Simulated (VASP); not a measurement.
# AgCl (P6_3/mmc) in VASP: notebook, part 2 of 2

VASP 6.6.1.

## Step 5: Relaxation of cell and atoms, LDA

This run uses another cell than the first one, of 26.37 Å³/atom, 1.043 times its volume.

INCAR

```
PREC = Accurate ; ENCUT = 600
EDIFF = 1E-6 ; ISMEAR = -1
SIGMA = 0.02 ; LREAL = False
LASPH = True ; NELM = 60
ALGO = Normal ; ISIF = 3
LWAVE = False ; LCHARG = False
IBRION = 2 ; NSW = 80
EDIFFG = -0.005
```

KPOINTS

```
Automatic mesh
0
Gamma
  6 6 4
```

POSCAR

```
AgCl
1.0
    4.5153197776      0.0000000000      0.0000000000
   -2.2576598888      3.9103816336      0.0000000000
    0.0000000000      0.0000000000      5.9750929528
Ag Cl
2 2
Direct
    0.3333333333      0.6666666667      0.2500000000
    0.6666666667      0.3333333333      0.7500000000
    0.6666666667      0.3333333333      0.2500000000
    0.3333333333      0.6666666667      0.7500000000
```

Potentials or basis: VASP PAW LDA potentials, release 64 (Ag, Cl).

Launch:

```
$ cat potpaw_LDA.64/Ag/POTCAR potpaw_LDA.64/Cl/POTCAR > POTCAR
$ mpirun -np 1 vasp_std > vasp.out
```

OUTCAR:

```text
PREC = Accurate
   ENCUT = 600
   EDIFF = 1E-6
   ISMEAR = -1
   LREAL = False
   LASPH = True
   NELM = 60
   ISIF = 3
   IBRION = 2
   NSW = 80
   EDIFFG = -0.005

 ion  position               nearest neighbor table
   1  0.333  0.667  0.250-   3 2.61   3 2.61   3 2.61   4 2.99   4 2.99
   2  0.667  0.333  0.750-   4 2.61   4 2.61   4 2.61   3 2.99   3 2.99
   3  0.667  0.333  0.250-   1 2.61   1 2.61   1 2.61   2 2.99   2 2.99
   4  0.333  0.667  0.750-   2 2.61   2 2.61   2 2.61   1 2.99   1 2.99

  LATTYP: Found a hexagonal cell.
 ALAT       =     4.5153197776
 C/A-ratio  =     1.3232934204

  Lattice vectors:

 A1 = (   4.5153197776,   0.0000000000,   0.0000000000)
 A2 = (  -2.2576598888,   3.9103816336,   0.0000000000)
 A3 = (   0.0000000000,   0.0000000000,   5.9750929528)

Analysis of symmetry for initial positions (statically):
=====================================================================
 Subroutine PRICEL returns:
 Original cell was already a primitive cell.

 Routine SETGRP: Setting up the symmetry group for a
 hexagonal supercell.

 Subroutine GETGRP returns: Found 24 space group operations
 (whereof 12 operations were pure point group operations)
 out of a pool of 24 trial point group operations.
[... 154 lines left out ...]
   NGX = 17   NGY = 17   NGZ = 23

--------------------------------------- Ionic step        1  -------------------------------------------

 number of electron      35.9999990 magnetization

 Free energy of the ion-electron system (eV)
  ---------------------------------------------------
  ext. energy  EPLUGINS =         0.00000000
  ---------------------------------------------------
  free energy    TOTEN  =       -13.17456708 eV

  energy without entropy =      -13.17456708  energy(sigma->0) =      -13.17456708

------------------------ aborting loop because EDIFF is reached ----------------------------------------

  FORCE on cell =-STRESS in cart. coord.  units (eV):
  Direction    XX          YY          ZZ          XY          YZ          ZX
  --------------------------------------------------------------------------------------
  -------------------------------------------------------------------------------------
  Total       -3.6675406     -3.6675406     -3.1263101     -0.0000000      0.0000000      0.0000000
  in kB      -55.6971780    -55.6971780    -47.4777696     -0.0000000      0.0000000      0.0000000
  external PRESSURE =     -52.9573752 kB  Pullay stress =       0.0000000 kB
[... 291 lines left out ...]
--------------------------------------- Ionic step        9  -------------------------------------------

 number of electron      36.0000005 magnetization

 Free energy of the ion-electron system (eV)
  ---------------------------------------------------
  ext. energy  EPLUGINS =         0.00000000
  ---------------------------------------------------
  free energy    TOTEN  =       -13.44941963 eV

  energy without entropy =      -13.44941963  energy(sigma->0) =      -13.44941963

 E-fermi :   3.5246     XC(G=0):  -9.8833

 val. band max:        3.0406882575   @ k =   0.3333   0.3333   0.5000
 cond. band min:       4.0890498337   @ k =   0.0000   0.0000   0.0000
 fundamental gap:      1.0483615761
 Fermi energy:         3.5246130266

 k-point     1 :       0.0000    0.0000    0.0000
  band No.  band energies     occupation
      1     -12.2966      2.00000
      2     -11.7831      2.00000
      3      -1.8511      2.00000
      4      -1.8511      2.00000
      5      -1.6031      2.00000
      6      -1.6031      2.00000
[... 545 lines left out ...]
  FREE ENERGIE OF THE ION-ELECTRON SYSTEM (eV)
  ---------------------------------------------------
  free  energy   TOTEN  =       -13.4494196342 eV

  energy  without entropy=      -13.4494196342  energy(sigma->0) =      -13.44941963

 reached required accuracy - stopping structural energy minimisation
```

Wall time 6.5 min (1 thread of Oxide Virtual Turin-like, shared host); peak memory 0.2 GiB.

Results:

| Property | Result |
| --- | --- |
| Free energy | -13.4494 eV |
| Relaxed volume | 22.76 Å³/atom |
| Relaxed cell | a = 4.357 Å, b = 4.357 Å, c = 5.536 Å, α = 90.00°, β = 90.00°, γ = 120.00° |
| Space group after relaxing (to 0.05 Å) | P6_3/mmc (No. 194) |
| Energy gained by relaxing | 68.7 meV/atom |
| Ionic steps | 9 |
| Pressure after relaxing | 0.0 GPa |
| Band gap on the k mesh | 1.05 eV, indirect (least direct gap 1.06 eV) |

The path:
```csv
step,energy change (eV),largest force (eV/Å),pressure (GPa),volume (Å³)
1,0.0000,0.0000,-5.30,105.50
2,-0.2598,0.0000,-0.54,92.74
3,-0.2612,0.0000,-0.08,91.91
4,-0.2611,0.0000,0.04,91.65
5,-0.2665,0.0000,0.12,91.38
6,-0.2737,0.0000,0.27,90.72
7,-0.2741,0.0000,0.39,90.46
8,-0.2742,0.0000,-0.34,91.59
9,-0.2749,0.0000,0.02,91.04
```

Final structure:
```
Ag Cl
1.0
     4.35743    0.00000    0.00000
    -2.17872    3.77365    0.00000
     0.00000    0.00000    5.53638
Ag Cl
2 2
Direct
  0.33333 0.66667 0.25000
  0.66667 0.33333 0.75000
  0.66667 0.33333 0.25000
  0.33333 0.66667 0.75000
```

A k mesh can miss the band edges. LDA gaps usually lie below the measured ones, often by a third to a half.

## Step 6: Summary

```tsv
task	level	potentials or basis	cell	cutoff (eV)	smearing	gap on the mesh (eV)	pressure (GPa)	relaxed volume (Å³/atom)
single point	LDA	VASP PAW LDA potentials, release 64 (Ag, Cl)	a = 4.518, b = 4.518, c = 5.723 Å, angles 90.0, 90.0, 120.0°, 4 atoms	520	gaussian 0.01 eV	1.08	-4.4	-
single point	r2SCAN	VASP PAW PBE potentials, release 64 (Ag, Cl)	a = 4.518, b = 4.518, c = 5.723 Å, angles 90.0, 90.0, 120.0°, 4 atoms	520	gaussian 0.01 eV	1.77	-0.1	-
relaxation of cell and atoms	PBEsol	VASP PAW PBE potentials, release 64 (Ag, Cl)	relaxed from a = 4.515, b = 4.515, c = 5.975 Å, angles 90.0, 90.0, 120.0°, 4 atoms	600	fermi-dirac 0.02 eV	1.19	0.0	24.03
relaxation of cell and atoms	LDA	VASP PAW LDA potentials, release 64 (Ag, Cl)	relaxed from a = 4.515, b = 4.515, c = 5.975 Å, angles 90.0, 90.0, 120.0°, 4 atoms	600	fermi-dirac 0.02 eV	1.05	0.0	22.76
```

Alike in all rows: no spin polarisation; k mesh 6 × 6 × 4.

Caveats: the PAW data sets were made with another functional, which shifts forces and pressure a little (some runs).

Absolute energies hang on the potentials; compare differences alone.
